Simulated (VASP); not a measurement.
A run of VASP 6.6.1:

INCAR

```
PREC     = Accurate       # precision mode
ENCUT    = 520            # plane-wave cutoff, eV
EDIFF    = 1E-6           # SCF threshold, eV
ISMEAR   = -1             # smearing method
SIGMA    = 0.1            # smearing width, eV
LREAL    = F              # projectors in reciprocal space
LASPH    = T              # aspherical terms in the spheres
NELM     = 60             # most SCF steps
ALGO     = Normal         # electronic algorithm
ISIF     = 2              # what is computed and relaxed
LWAVE    = F              # write WAVECAR
LCHARG   = T              # write CHGCAR
GGA      = PS             # functional
LELF     = T              # ELF
LVHAR    = T            
NBANDS   = 16             # bands
```

KPOINTS

```
Automatic mesh
0
Gamma
  8 8 8
```

The input POSCAR:

```
HgTe
1.0
   -3.0707744142      3.0707744142      1.5722982704
    3.0707744142     -3.0707744142      1.5722982704
    3.0707744142      3.0707744142     -1.5722982704
Hg Te
1 1
Direct
    0.2500000000      0.7500000000      0.5000000000
    0.0000000000      0.0000000000      0.0000000000
```

Potentials or basis: VASP PAW PBE potentials, release 64 (Hg, Te).

The run is started by

```console
$ cat potpaw_PBE.64/Hg/POTCAR potpaw_PBE.64/Te/POTCAR > POTCAR
$ mpirun -np 1 vasp_std > vasp.out
```

Hardware: 1 thread of AMD EPYC 7R13, with other jobs on the host.

**Question.** Estimate the wall time of this run.

**Answer.** Run time: 2.2 min on 1 thread of AMD EPYC 7R13, on a shared host, peak memory 0.21 GiB. Counts: scf iterations 12, k points 59.
